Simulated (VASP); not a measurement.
# Be3Cd2O3 (P-62m) in VASP: notebook

Be3Cd2O3 is run at these levels: PBE; tasks: single point.

All numbers are computed with VASP 6.6.1; they aren't measurements. Logs are shortened: lines on timing, memory, paths and dates and some standing lists are left out, and cuts for length are marked.

## Step 1: The cell of the first run

It takes space group P-62m (No. 189, hexagonal). The conventional cell has a = 4.766 Å, b = 4.766 Å, c = 5.250 Å, α = 90.00°, β = 90.00°, γ = 120.00°. Within 3.1 Å of Be (site symmetry m2m) lie 2 Cd at 2.36 to 2.41 Å and 4 Be at 2.38 Å and 2 O at 2.63 Å. Cd (site symmetry -62m) has 6 O at 2.21 to 2.55 Å and 2 Cd at 2.62 Å within 2.9 Å. Cd (site symmetry -62m) has 6 Be at 2.36 to 2.41 Å and 2 Cd at 2.62 Å within 3.1 Å. Within 2.9 Å of O (site symmetry m2m) lie 2 Cd at 2.21 to 2.55 Å and 4 O at 2.40 Å and 2 Be at 2.63 Å.

## Step 2: Single point, PBE

Input file INCAR:

```
SYSTEM = Be3Cd2O3
  PREC = Accurate
  ENCUT = 600
  EDIFF = 1E-6
  ISMEAR = 0
  SIGMA = 0.2
  LREAL = .False.
  LASPH = .True.
  NELM = 120
  ALGO = Normal
  ISIF = 2
  LWAVE = .False.
  LCHARG = .False.
  GGA = PE
  NBANDS = 34
  GGA_COMPAT = .False.
```

Input file KPOINTS:

```
Automatic mesh
0
Gamma
  4 4 4
  0 0 0
```

Input file POSCAR:

```
Be3Cd2O3
1.0
    4.7655027818      0.0000000000      0.0000000000
   -2.3827513909      4.1270464708      0.0000000000
    0.0000000000      0.0000000000      5.2499535483
Be Cd O
3 2 3
Direct
    0.4952114148      0.0000000000      0.5000000000
    0.0000000000      0.4952114148      0.5000000000
    0.5047885852      0.5047885852      0.5000000000
    0.0000000000      0.0000000000      0.0000000000
    0.0000000000      0.0000000000      0.5000000000
    0.4639919917      0.0000000000      0.0000000000
    0.0000000000      0.4639919917      0.0000000000
    0.5360080083      0.5360080083      0.0000000000
```

Potentials or basis: VASP PAW PBE potentials, release 64 (Be, Cd, O).

Run with:

```sh
cat potpaw_PBE.64/Be/POTCAR potpaw_PBE.64/Cd/POTCAR potpaw_PBE.64/O/POTCAR > POTCAR
mpirun -np 1 vasp_std > vasp.out
```

OUTCAR:

```text
SYSTEM = Be3Cd2O3
   PREC = Accurate
   ENCUT = 600
   EDIFF = 1E-6
   ISMEAR = 0
   LREAL = .False.
   LASPH = .True.
   NELM = 120
   ISIF = 2
   GGA = PE

 ion  position               nearest neighbor table
   1  0.495  0.000  0.500-   5 2.36   2 2.38   3 2.38   3 2.38   2 2.38   5 2.41
   2  0.000  0.495  0.500-   5 2.36   1 2.38   1 2.38   3 2.38   3 2.38   5 2.41
   3  0.505  0.505  0.500-   5 2.36   1 2.38   1 2.38   2 2.38   2 2.38   5 2.41
   4  0.000  0.000  0.000-   7 2.21   8 2.21   6 2.21   8 2.55   7 2.55   6 2.55   5 2.62   5 2.62

   5  0.000  0.000  0.500-   3 2.36   2 2.36   1 2.36   2 2.41   3 2.41   1 2.41   4 2.62   4 2.62

   6  0.464  0.000  0.000-   4 2.21   4 2.55
   7  0.000  0.464  0.000-   4 2.21   4 2.55
   8  0.536  0.536  0.000-   4 2.21   4 2.55

  LATTYP: Found a hexagonal cell.
 ALAT       =     4.7655027818
 C/A-ratio  =     1.1016578499

  Lattice vectors:

 A1 = (   4.7655027818,   0.0000000000,   0.0000000000)
 A2 = (  -2.3827513909,   4.1270464708,   0.0000000000)
 A3 = (   0.0000000000,   0.0000000000,   5.2499535483)

Analysis of symmetry for initial positions (statically):
=====================================================================
 Subroutine PRICEL returns:
 Original cell was already a primitive cell.

 Routine SETGRP: Setting up the symmetry group for a
 hexagonal supercell.

 Subroutine GETGRP returns: Found 12 space group operations
 (whereof 12 operations were pure point group operations)
 out of a pool of 24 trial point group operations.

The static configuration has the point symmetry D_3h.

Analysis of symmetry for dynamics (positions and initial velocities):
=====================================================================
 Subroutine PRICEL returns:
 Original cell was already a primitive cell.

 Routine SETGRP: Setting up the symmetry group for a
 hexagonal supercell.

 Subroutine GETGRP returns: Found 12 space group operations
 (whereof 12 operations were pure point group operations)
 out of a pool of 24 trial point group operations.

The dynamic configuration has the point symmetry D_3h.

 Subroutine INISYM returns: Found 12 space group operations
 (whereof 12 operations are pure point group operations),
 and found     1 'primitive' translations

----------------------------------------------------------------------------------------

                                     Primitive cell

  volume of cell :     103.2532

  direct lattice vectors                    reciprocal lattice vectors
     4.765502782  0.000000000  0.000000000     0.209841447  0.121152016  0.000000000
    -2.382751391  4.127046471  0.000000000     0.000000000  0.242304032  0.000000000
     0.000000000  0.000000000  5.249953548     0.000000000  0.000000000  0.190477876

  length of vectors
     4.765502782  4.765502782  5.249953548     0.242304032  0.242304032  0.190477876

  position of ions in fractional coordinates (direct lattice)
     0.495211415  0.000000000  0.500000000
     0.000000000  0.495211415  0.500000000
     0.504788585  0.504788585  0.500000000
     0.000000000  0.000000000  0.000000000
     0.000000000  0.000000000  0.500000000
     0.463991992  0.000000000  0.000000000
     0.000000000  0.463991992  0.000000000
     0.536008008  0.536008008  0.000000000

  ion indices of the primitive-cell ions
   primitive index   ion index
                 1           1
                 2           2
                 3           3
                 4           4
                 5           5
                 6           6
                 7           7
                 8           8

----------------------------------------------------------------------------------------

 KPOINTS: Automatic mesh

Automatic generation of k-mesh.
 Grid dimensions read from file:
 generate k-points for:    4    4    4

 Generating k-lattice:

  Cartesian coordinates                     Fractional coordinates (reciprocal lattice)
     0.052460362  0.030288004  0.000000000     0.250000000  0.000000000  0.000000000
     0.000000000  0.060576008  0.000000000     0.000000000  0.250000000  0.000000000
     0.000000000  0.000000000  0.047619469     0.000000000  0.000000000  0.250000000

  Length of vectors
     0.060576008  0.060576008  0.047619469

  Shift w.r.t. Gamma in fractional coordinates (k-lattice)
     0.000000000  0.000000000  0.000000000

 Subroutine IBZKPT returns following result:
 ===========================================

 Found     12 irreducible k-points:

 Following reciprocal coordinates:
            Coordinates               Weight
  0.000000  0.000000  0.000000      1.000000
  0.250000  0.000000  0.000000      6.000000
  0.500000  0.000000  0.000000      3.000000
  0.250000  0.250000  0.000000      6.000000
  0.000000  0.000000  0.250000      2.000000
  0.250000  0.000000  0.250000     12.000000
  0.500000  0.000000  0.250000      6.000000
  0.250000  0.250000  0.250000     12.000000
  0.000000  0.000000  0.500000      1.000000
  0.250000  0.000000  0.500000      6.000000
  0.500000  0.000000  0.500000      3.000000
  0.250000  0.250000  0.500000      6.000000
   k-points           NKPTS =     12   k-points in BZ     NKDIM =     12   number of bands    NBANDS=     34
   number of dos      NEDOS =    301   number of ions     NIONS =      8
   total plane-waves  NPLWV =  67200
   dimension x,y,z NGX =    40 NGY =   40 NGZ =   42
   dimension x,y,z NGXF=    80 NGYF=   80 NGZF=   84
   ions per type =               3   2   3
   NGX,Y,Z   is equivalent  to a cutoff of  13.95, 13.95, 13.30 a.u.
   NGXF,Y,Z  is equivalent  to a cutoff of  27.91, 27.91, 26.60 a.u.
 SYSTEM =  Be3Cd2O3
   PREC   = accura    normal or accurate (medium, high low for compatibility)
   ISTART =      0    job   : 0-new  1-cont  2-samecut
   ICHARG =      2    charge: 1-file 2-atom 10-const
   ISPIN  =      1    spin polarized calculation?
   LNONCOLLINEAR =      F non collinear calculations
   LSORBIT =      F    spin-orbit coupling
   LASPH  =      T    aspherical Exc in radial PAW
   ENCUT  =  600.0 eV  44.10 Ry    6.64 a.u.   9.52  9.52 10.49*2*pi/ulx,y,z
   NELM   =    120;   NELMIN=  2; NELMDL= -5     # of ELM steps
   EDIFF  = 0.1E-05   stopping-criterion for ELM
   LREAL  =      F    real-space projection
   EDIFFG = 0.1E-04   stopping-criterion for IOM
   NSW    =      0    number of steps for IOM
   IBRION =     -1    ionic relax: 0-MD 1-quasi-New 2-CG
   NFREE  =      0    steps in history (QN), initial steepest desc. (CG)
   ISIF   =      2    stress and relaxation
   ISYM   =      2    0-nonsym 1-usesym 2-fastsym
   POTIM  = 0.5000    time-step for ionic-motion
   TEBEG  =    0.0;   TEEND  =   0.0 temperature during run
   PSTRESS=    0.0 pullay stress
   NELECT =      48.0000    total number of electrons
   NUPDOWN=      -1.0000    fix difference up-down
   EMIN   =  10.00;   EMAX   =-10.00  energy-range for DOS
   EFERMI =   0.00;   METHOD = LEGACY
   ISMEAR =     0;   SIGMA  =   0.20  broadening in eV -4-tet -1-fermi 0-gaus
   EFERMI_NEDOS =   21; number of points for ismear=-14 and -15
   IALGO  =     38    algorithm
   IMIX   =      4    mixing-type and parameters
     AMIX     =   0.40;   BMIX     =  1.00
     AMIX_MAG =   1.60;   BMIX_MAG =  1.00
  volume/ion in A,a.u.               =      12.91        87.10
  Fermi-wavevector in a.u.,A,eV,Ry     =   1.268199  2.396549 21.882639  1.608329
  Thomas-Fermi vector in A             =   2.401306
   LORBIT       =      0    0 simple, 1 ext, 2 COOP (PROOUT), +10 PAW based schemes
   GGA     = PE    functional components
   LHFCALC =     F    Hartree Fock is set to
   AEXX    =    0.0000 exact exchange contribution
   IVDW    =     0    specifies the selected vdW correction
   LEPSILON=     F    determine dielectric tensor
   LRPA    =     F    only Hartree local field effects (RPA)
 non-spin polarized calculation
 Gauss-broadening in eV      SIGMA  =   0.20
  energy-cutoff  :      600.00
  volume of cell :      103.25
 maximum number of plane-waves:      3489
 NGX is ok and might be reduce to    40
   NGX = 19   NGY = 19   NGZ = 21

 number of electron      47.9999994 magnetization

 Free energy of the ion-electron system (eV)
  ---------------------------------------------------
  ext. energy  EPLUGINS =         0.00000000
  ---------------------------------------------------
  free energy    TOTEN  =       -22.60749583 eV

  energy without entropy =      -22.49612676  energy(sigma->0) =      -22.55181130

 E-fermi :   1.7775     XC(G=0): -10.4218

 val. band max:        1.7454803033   @ k =   0.5000   0.0000   0.5000
 cond. band min:       1.8098079065   @ k =   0.2500   0.0000   0.2500
 fundamental gap:      0.0643276033
 Fermi energy:         1.7775400250

 k-point     1 :       0.0000    0.0000    0.0000
  band No.  band energies     occupation
      1     -15.8647      2.00000
      2     -14.0665      2.00000
      3     -14.0665      2.00000
      4      -7.9360      2.00000
      5      -7.1658      2.00000
      6      -7.1658      2.00000
[... 26 lines left out ...]
     33       9.9636      0.00000
     34       9.9636      0.00000

 k-point     2 :       0.2500    0.0000    0.0000
  band No.  band energies     occupation
      1     -15.6358      2.00000
      2     -14.3280      2.00000
      3     -14.0451      2.00000
      4      -7.9351      2.00000
      5      -7.2099      2.00000
      6      -7.1764      2.00000
[... 26 lines left out ...]
     33       9.7482      0.00000
     34       9.8210      0.00000

 k-point     3 :       0.5000    0.0000    0.0000
  band No.  band energies     occupation
      1     -15.2204      2.00000
      2     -14.7748      2.00000
      3     -14.0235      2.00000
      4      -7.9345      2.00000
      5      -7.2519      2.00000
      6      -7.2218      2.00000
[... 26 lines left out ...]
     33       9.5801      0.00000
     34      10.5182      0.00000

 k-point     4 :       0.2500    0.2500    0.0000
  band No.  band energies     occupation
      1     -15.2575      2.00000
      2     -14.6912      2.00000
      3     -14.0747      2.00000
      4      -7.9344      2.00000
      5      -7.2360      2.00000
      6      -7.2034      2.00000
[... 26 lines left out ...]
     33      10.1384      0.00000
     34      10.6349      0.00000

 k-point     5 :       0.0000    0.0000    0.2500
  band No.  band energies     occupation
      1     -15.8605      2.00000
      2     -14.0662      2.00000
      3     -14.0662      2.00000
      4      -7.6878      2.00000
      5      -7.1299      2.00000
      6      -7.1299      2.00000
[... 26 lines left out ...]
     33       9.5113      0.00000
     34      10.5429      0.00000

 k-point     6 :       0.2500    0.0000    0.2500
  band No.  band energies     occupation
      1     -15.6326      2.00000
      2     -14.3274      2.00000
      3     -14.0450      2.00000
      4      -7.6823      2.00000
      5      -7.1772      2.00000
      6      -7.1398      2.00000
[... 26 lines left out ...]
     33       9.2062      0.00000
     34      10.5190      0.00000

 k-point     7 :       0.5000    0.0000    0.2500
  band No.  band energies     occupation
      1     -15.2194      2.00000
      2     -14.7726      2.00000
      3     -14.0235      2.00000
      4      -7.6774      2.00000
      5      -7.2246      2.00000
      6      -7.1498      2.00000
[... 26 lines left out ...]
     33       8.9254      0.00000
     34      10.7864      0.00000

 k-point     8 :       0.2500    0.2500    0.2500
  band No.  band energies     occupation
      1     -15.2558      2.00000
      2     -14.6904      2.00000
      3     -14.0739      2.00000
      4      -7.6773      2.00000
      5      -7.2067      2.00000
      6      -7.1710      2.00000
[... 26 lines left out ...]
     33      10.2802      0.00000
     34      10.4655      0.00000

 k-point     9 :       0.0000    0.0000    0.5000
  band No.  band energies     occupation
      1     -15.8564      2.00000
      2     -14.0659      2.00000
      3     -14.0659      2.00000
      4      -7.3898      2.00000
      5      -7.1331      2.00000
      6      -7.1331      2.00000
[... 26 lines left out ...]
     33       8.9298      0.00000
     34      11.9726      0.00000

 k-point    10 :       0.2500    0.0000    0.5000
  band No.  band energies     occupation
      1     -15.6294      2.00000
      2     -14.3267      2.00000
      3     -14.0449      2.00000
      4      -7.3651      2.00000
      5      -7.1793      2.00000
      6      -7.1388      2.00000
[... 26 lines left out ...]
     33       8.6348      0.00000
     34      11.7318      0.00000

 k-point    11 :       0.5000    0.0000    0.5000
  band No.  band energies     occupation
      1     -15.2184      2.00000
      2     -14.7704      2.00000
      3     -14.0236      2.00000
      4      -7.3434      2.00000
      5      -7.2247      2.00000
      6      -7.1445      2.00000
[... 26 lines left out ...]
     33       9.4881      0.00000
     34      10.9399      0.00000

 k-point    12 :       0.2500    0.2500    0.5000
  band No.  band energies     occupation
      1     -15.2541      2.00000
      2     -14.6897      2.00000
      3     -14.0731      2.00000
      4      -7.3423      2.00000
      5      -7.2066      2.00000
      6      -7.1668      2.00000
[... 26 lines left out ...]
     33      10.3444      0.00000
     34      10.9851      0.00000

------------------------ aborting loop because EDIFF is reached ----------------------------------------

  FORCE on cell =-STRESS in cart. coord.  units (eV):
  Direction    XX          YY          ZZ          XY          YZ          ZX
  --------------------------------------------------------------------------------------
  -------------------------------------------------------------------------------------
  Total        0.3584868      0.3584868      0.3651663      0.0000000      0.0000000      0.0000000
  in kB        5.5626309      5.5626309      5.6662768      0.0000000      0.0000000      0.0000000
  external PRESSURE =       5.5971795 kB  Pullay stress =       0.0000000 kB

 VOLUME and BASIS-vectors are now :
 -----------------------------------------------------------------------------
  energy-cutoff  :      600.00
  volume of cell :      103.25
      direct lattice vectors                 reciprocal lattice vectors
     4.765502782  0.000000000  0.000000000     0.209841447  0.121152016  0.000000000
    -2.382751391  4.127046471  0.000000000     0.000000000  0.242304032  0.000000000
     0.000000000  0.000000000  5.249953548     0.000000000  0.000000000  0.190477876

 POSITION                                       TOTAL-FORCE (eV/Angst)
 -----------------------------------------------------------------------------------
      2.35993      0.00000      2.62498        -0.001810     -0.000000      0.000000
     -1.17997      2.04376      2.62498         0.000905     -0.001568     -0.000000
      1.20279      2.08329      2.62498         0.000905      0.001568     -0.000000
      0.00000      0.00000      0.00000        -0.000000     -0.000000     -0.000000
      0.00000      0.00000      2.62498        -0.000000     -0.000000     -0.000000
      2.21116      0.00000      0.00000         0.085638     -0.000000     -0.000000
     -1.10558      1.91492      0.00000        -0.042819      0.074165     -0.000000
      1.27717      2.21213      0.00000        -0.042819     -0.074165     -0.000000
 -----------------------------------------------------------------------------------
    total drift:                                0.000003      0.000005     -0.000001

  FREE ENERGIE OF THE ION-ELECTRON SYSTEM (eV)
  ---------------------------------------------------
  free  energy   TOTEN  =       -22.6074958305 eV

  energy  without entropy=      -22.4961267601  energy(sigma->0) =      -22.55181130
```

Wall time 24 s (1 thread of Intel Xeon 6975P-C (Granite Rapids), shared host); peak memory 0.26 GiB.

What came out:

```yaml
Free_energy: -22.6075 eV
Pressure: 0.6 GPa
Largest_force: 0.086 eV/Å
Band_gap_on_the_k_mesh: zero (band 24 reaches 1.75 eV, above the bottom of band 25 at 1.67 eV)
```

Forces on the atoms (eV/Å):
```
Be  -0.002  0.000  0.000
Be   0.001 -0.002  0.000
Be   0.001  0.002  0.000
Cd   0.000  0.000  0.000
Cd   0.000  0.000  0.000
O    0.086  0.000  0.000
O   -0.043  0.074  0.000
O   -0.043 -0.074  0.000
```

Caveat: the k points lie up to 0.38 Å⁻¹ apart.

## Step 3: Single point, PBE

This run uses another cell than the first one, of 16.70 Å³/atom, 1.294 times its volume.

Input file INCAR:

```
PREC = Accurate
ENCUT = 600
EDIFF = 1E-6
ISMEAR = 0
SIGMA = 0.2
LREAL = False
LASPH = True
NELM = 120
ALGO = Normal
ISIF = 2
LWAVE = False
LCHARG = False
GGA = PE
NBANDS = 34
GGA_COMPAT = False
```

Input file KPOINTS:

```
regular mesh
0
Gamma
  4 4 4
```

Input file POSCAR:

```
Be3Cd2O3
1.0
    4.7084735763      0.0000000000      0.0000000000
   -2.3542367882      4.0776577301      0.0000000000
    0.0000000000      0.0000000000      6.9578251835
Be Cd O
3 2 3
Direct
    0.3328274191      0.0000000000      0.0000000000
    0.0000000000      0.3328274191      0.0000000000
    0.6671725809      0.6671725809      0.0000000000
    0.6666666667      0.3333333333      0.5000000000
    0.3333333333      0.6666666667      0.5000000000
    0.3336927131      0.3336927131      0.0000000000
    0.6663072869      0.0000000000      0.0000000000
    0.0000000000      0.6663072869      0.0000000000
```

Potentials or basis: VASP PAW PBE potentials, release 64 (Be, Cd, O).

Run with:

```sh
cat potpaw_PBE.64/Be/POTCAR potpaw_PBE.64/Cd/POTCAR potpaw_PBE.64/O/POTCAR > POTCAR
mpirun -np 1 vasp_std > vasp.out
```

Run time: 34 s. Hardware: 1 thread of Intel Xeon 6975P-C (Granite Rapids), shared host; peak memory 0.31 GiB.

Results (log left out):

| Item | Value |
| --- | --- |
| Free energy | -42.1913 eV |
| Pressure | 0.2 GPa |
| Largest force | 0.003 eV/Å |
| Band gap on the k mesh | zero (band 24 reaches 2.63 eV, above the bottom of band 25 at 1.79 eV) |

Forces on the atoms (eV/Å):
```
Be   0.001  0.000  0.000
Be  -0.001  0.001  0.000
Be  -0.001 -0.001  0.000
Cd   0.000  0.000  0.000
Cd   0.000  0.000  0.000
O   -0.002 -0.003  0.000
O    0.003  0.000  0.000
O   -0.002  0.003  0.000
```

Stress tensor (GPa, compression positive):
```
0.09 0.00 0.00
0.00 0.09 0.00
0.00 0.00 0.30
```

Levels at points of the mesh, in eV from the Fermi level:
```tsv
k point	band 22	band 23	band 24	band 25	band 26	band 27
(0.00, 0.00, 0.00)	-3.63	-3.63	0.80	3.21	3.21	3.60
(0.50, 0.00, 0.00)	-3.94	-3.70	-2.66	1.28	2.13	3.10
(0.00, 0.00, 0.50)	-3.64	-3.64	-0.54	3.06	3.06	4.09
(0.50, 0.00, 0.50)	-3.96	-3.24	-2.38	1.32	1.53	2.78
```

Caveat: the k points lie up to 0.39 Å⁻¹ apart.
